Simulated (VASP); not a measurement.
# WC (Cmmm) in VASP: single point with PBE

Aim: the single point of WC with PBE.

Program: VASP 6.6.1. These are calculated values, not measurements. Logs are shortened: lines on timing, memory, paths and dates and some standing lists are left out, and cuts for length are marked.

## (1) The cell of the first run

The typed cell holds 4 atoms: a = 3.851 Å, b = 3.851 Å, c = 2.733 Å, α = 90.00°, β = 90.00°, γ = 89.97°.

The cell was built from a structure type or drawn by symmetry, and may not be a known phase.

## (2) Single point, PBE

File INCAR:

```
  PREC = Accurate
  ENCUT = 600
  EDIFF = 1E-6
  ISMEAR = 0
  SIGMA = 0.2
  LREAL = F
  LASPH = T
  NELM = 120
  ALGO = Normal
  ISIF = 2
  LWAVE = F
  LCHARG = F
  GGA = PE
  NBANDS = 26
  GGA_COMPAT = F
```

File KPOINTS:

```
regular mesh
0
Gamma
  5 5 7
```

File POSCAR:

```
WC
1.0
    2.7241650210     -2.7225325218      0.0000000000
    2.7241650210      2.7225325218      0.0000000000
    0.0000000000      0.0000000000      2.7326030950
W C
2 2
Direct
    0.2497363754      0.2497363754      0.0000000000
    0.7502636246      0.7502636246      0.0000000000
    0.2495774699      0.7504225301      0.5000000000
    0.7504225301      0.2495774699      0.5000000000
```

Potentials or basis: VASP PAW PBE potentials, release 64 (W_sv, C).

On the command line:

```bash
$ cat potpaw_PBE.64/W_sv/POTCAR potpaw_PBE.64/C/POTCAR > POTCAR
$ mpirun -np 1 vasp_std > vasp.out
```

OUTCAR:

```text
PREC = Accurate
   ENCUT = 600
   EDIFF = 1E-6
   ISMEAR = 0
   LREAL = F
   LASPH = T
   NELM = 120
   ISIF = 2
   GGA = PE

 ion  position               nearest neighbor table
   1  0.250  0.250  0.000-   3 2.36   4 2.36   3 2.36   4 2.36   4 2.36   4 2.36   3 2.36   3 2.36
                             2 2.72   2 2.72   2 2.72   2 2.73
   2  0.750  0.750  0.000-   3 2.36   4 2.36   3 2.36   4 2.36   4 2.36   4 2.36   3 2.36   3 2.36
                             1 2.72   1 2.72   1 2.72   1 2.73
   3  0.250  0.750  0.500-   1 2.36   2 2.36   1 2.36   2 2.36   2 2.36   2 2.36   1 2.36   1 2.36

   4  0.750  0.250  0.500-   1 2.36   2 2.36   1 2.36   2 2.36   2 2.36   2 2.36   1 2.36   1 2.36

  LATTYP: Found a base centered orthorhombic cell.
 ALAT       =     5.4450650436
 B/A-ratio  =     1.0005996252
 C/A-ratio  =     0.5018494863

  Lattice vectors:

 A1 = (  -2.7241650210,  -2.7225325218,   0.0000000000)
 A2 = (   2.7241650210,  -2.7225325218,   0.0000000000)
 A3 = (   0.0000000000,   0.0000000000,   2.7326030950)

Analysis of symmetry for initial positions (statically):
=====================================================================
 Subroutine PRICEL returns:
 Original cell was already a primitive cell.

 Routine SETGRP: Setting up the symmetry group for a
 base centered orthorhombic supercell.

 Subroutine GETGRP returns: Found  8 space group operations
 (whereof  8 operations were pure point group operations)
 out of a pool of  8 trial point group operations.

The static configuration has the point symmetry D_2h.

Analysis of symmetry for dynamics (positions and initial velocities):
=====================================================================
 Subroutine PRICEL returns:
 Original cell was already a primitive cell.

 Routine SETGRP: Setting up the symmetry group for a
 base centered orthorhombic supercell.

 Subroutine GETGRP returns: Found  8 space group operations
 (whereof  8 operations were pure point group operations)
 out of a pool of  8 trial point group operations.

The dynamic configuration has the point symmetry D_2h.

 Subroutine INISYM returns: Found  8 space group operations
 (whereof  8 operations are pure point group operations),
 and found     1 'primitive' translations

----------------------------------------------------------------------------------------

                                     Primitive cell
[... 88 lines left out ...]
   ICHARG =      2    charge: 1-file 2-atom 10-const
   ISPIN  =      1    spin polarized calculation?
   LNONCOLLINEAR =      F non collinear calculations
   LSORBIT =      F    spin-orbit coupling
   LASPH  =      T    aspherical Exc in radial PAW
   ENCUT  =  600.0 eV  44.10 Ry    6.64 a.u.   7.69  7.69  5.46*2*pi/ulx,y,z
   NELM   =    120;   NELMIN=  2; NELMDL= -5     # of ELM steps
   EDIFF  = 0.1E-05   stopping-criterion for ELM
   LREAL  =      F    real-space projection
   EDIFFG = 0.1E-04   stopping-criterion for IOM
   NSW    =      0    number of steps for IOM
   IBRION =     -1    ionic relax: 0-MD 1-quasi-New 2-CG
   NFREE  =      0    steps in history (QN), initial steepest desc. (CG)
   ISIF   =      2    stress and relaxation
   ISYM   =      2    0-nonsym 1-usesym 2-fastsym
   POTIM  = 0.5000    time-step for ionic-motion
   TEBEG  =    0.0;   TEEND  =   0.0 temperature during run
   PSTRESS=    0.0 pullay stress
   NELECT =      36.0000    total number of electrons
   NUPDOWN=      -1.0000    fix difference up-down
   EMIN   =  10.00;   EMAX   =-10.00  energy-range for DOS
   EFERMI =   0.00;   METHOD = LEGACY
   ISMEAR =     0;   SIGMA  =   0.20  broadening in eV -4-tet -1-fermi 0-gaus
   EFERMI_NEDOS =   21; number of points for ismear=-14 and -15
   IALGO  =     38    algorithm
   IMIX   =      4    mixing-type and parameters
     AMIX     =   0.40;   BMIX     =  1.00
     AMIX_MAG =   1.60;   BMIX_MAG =  1.00
  volume/ion in A,a.u.               =      10.13        68.38
  Fermi-wavevector in a.u.,A,eV,Ry     =   1.573637  2.973743 33.692576  2.476334
  Thomas-Fermi vector in A             =   2.674892
   LORBIT       =      0    0 simple, 1 ext, 2 COOP (PROOUT), +10 PAW based schemes
   GGA     = PE    functional components
   LHFCALC =     F    Hartree Fock is set to
   AEXX    =    0.0000 exact exchange contribution
   IVDW    =     0    specifies the selected vdW correction
   LEPSILON=     F    determine dielectric tensor
   LRPA    =     F    only Hartree local field effects (RPA)
 non-spin polarized calculation
 Gauss-broadening in eV      SIGMA  =   0.20
  energy-cutoff  :      600.00
  volume of cell :       40.53
 maximum number of plane-waves:      1371
   NGX = 15   NGY = 15   NGZ = 11

 number of electron      35.9999992 magnetization

 Free energy of the ion-electron system (eV)
  ---------------------------------------------------
  ext. energy  EPLUGINS =         0.00000000
  ---------------------------------------------------
  free energy    TOTEN  =       -41.21898893 eV

  energy without entropy =      -41.18352711  energy(sigma->0) =      -41.20125802

 E-fermi :  12.3170     XC(G=0): -14.0261

 val. band max:       12.2471591878   @ k =   0.0000   0.0000   0.0000
 cond. band min:      12.3307281370   @ k =   0.2000   0.0000   0.2857
 fundamental gap:      0.0835689492
 Fermi energy:        12.3170449699

 k-point     1 :       0.0000    0.0000    0.0000
  band No.  band energies     occupation
      1     -62.5333      2.00000
      2     -62.4026      2.00000
      3     -27.1947      2.00000
      4     -27.1917      2.00000
      5     -26.3411      2.00000
      6     -26.3385      2.00000
[... 685 lines left out ...]
     25      17.8452      0.00000
     26      19.1447      0.00000

 [... further k-points ...]
[... 5 lines left out ...]
  --------------------------------------------------------------------------------------
  -------------------------------------------------------------------------------------
  Total        0.3204175      0.4472839      0.2218622      0.0000000      0.0000000      0.0000000
  in kB       12.6652493     17.6799418      8.7696216      0.0000000      0.0000000      0.0000000
  external PRESSURE =      13.0382709 kB  Pullay stress =       0.0000000 kB

 VOLUME and BASIS-vectors are now :
 -----------------------------------------------------------------------------
  energy-cutoff  :      600.00
  volume of cell :       40.53
      direct lattice vectors                 reciprocal lattice vectors
     2.724165021 -2.722532522  0.000000000     0.183542479 -0.183652535  0.000000000
     2.724165021  2.722532522  0.000000000     0.183542479  0.183652535  0.000000000
     0.000000000  0.000000000  2.732603095     0.000000000  0.000000000  0.365951426

 POSITION                                       TOTAL-FORCE (eV/Angst)
 -----------------------------------------------------------------------------------
      1.36065      0.00000      0.00000         0.008267      0.000000      0.000000
      4.08768      0.00000      0.00000        -0.008267      0.000000      0.000000
      2.72417      1.36357      1.36630         0.000000     -0.002143      0.000000
      2.72417     -1.36357      1.36630         0.000000      0.002143      0.000000
 -----------------------------------------------------------------------------------
    total drift:                               -0.000000     -0.000000     -0.000000

  FREE ENERGIE OF THE ION-ELECTRON SYSTEM (eV)
  ---------------------------------------------------
  free  energy   TOTEN  =       -41.2189889274 eV

  energy  without entropy=      -41.1835271116  energy(sigma->0) =      -41.20125802
```

OSZICAR:

```text
N       E                     dE             d eps       ncg     rms          rms(c)
DAV:   1     0.392264154896E+03    0.39226E+03   -0.22241E+04  1872   0.175E+03
DAV:   2    -0.259188613076E+02   -0.41818E+03   -0.40510E+03  2044   0.504E+02
DAV:   3    -0.466814016388E+02   -0.20763E+02   -0.20225E+02  2252   0.104E+02
DAV:   4    -0.471012721226E+02   -0.41987E+00   -0.41682E+00  2178   0.140E+01
DAV:   5    -0.471059019392E+02   -0.46298E-02   -0.46269E-02  2150   0.155E+00    0.402E+01
DAV:   6    -0.416519741464E+02    0.54539E+01   -0.21344E+01  2106   0.312E+01    0.108E+01
DAV:   7    -0.413064236004E+02    0.34555E+00   -0.22113E+00  2102   0.847E+00    0.910E+00
DAV:   8    -0.412208673558E+02    0.85556E-01   -0.28422E-01  2068   0.407E+00    0.797E-01
DAV:   9    -0.412191185018E+02    0.17489E-02   -0.10380E-02  2142   0.840E-01    0.184E-01
DAV:  10    -0.412189961399E+02    0.12236E-03   -0.96229E-04  2192   0.293E-01    0.136E-01
DAV:  11    -0.412189919355E+02    0.42044E-05   -0.13292E-04  2116   0.965E-02    0.727E-02
DAV:  12    -0.412189901477E+02    0.17878E-05   -0.21242E-05  2010   0.418E-02    0.152E-02
DAV:  13    -0.412189889786E+02    0.11691E-05   -0.14610E-06  1124   0.123E-02    0.355E-03
DAV:  14    -0.412189889274E+02    0.51175E-07   -0.16365E-07   942   0.361E-03
   1 F= -.41218989E+02 E0= -.41201258E+02  d E =-.354618E-01
```

Wall time 34 s (1 thread of Intel Xeon Platinum 8488C (Sapphire Rapids), shared host); peak memory 0.18 GiB.

Results:

| Quantity | Value |
| --- | --- |
| Free energy | -41.2190 eV |
| Pressure | 1.3 GPa |
| Largest force | 0.008 eV/Å |
| Band gap on the k mesh | zero (bands 18 and 19 overlap by 4.03 eV) |

Forces on the atoms (eV/Å):
```
W    0.008  0.000  0.000
W   -0.008  0.000  0.000
C    0.000 -0.002  0.000
C    0.000  0.002  0.000
```

Stress tensor (GPa, compression positive):
```
1.27 0.00 0.00
0.00 1.77 0.00
0.00 0.00 0.88
```

Caveat: spin-orbit coupling is left out, which moves the levels of the heavy elements.
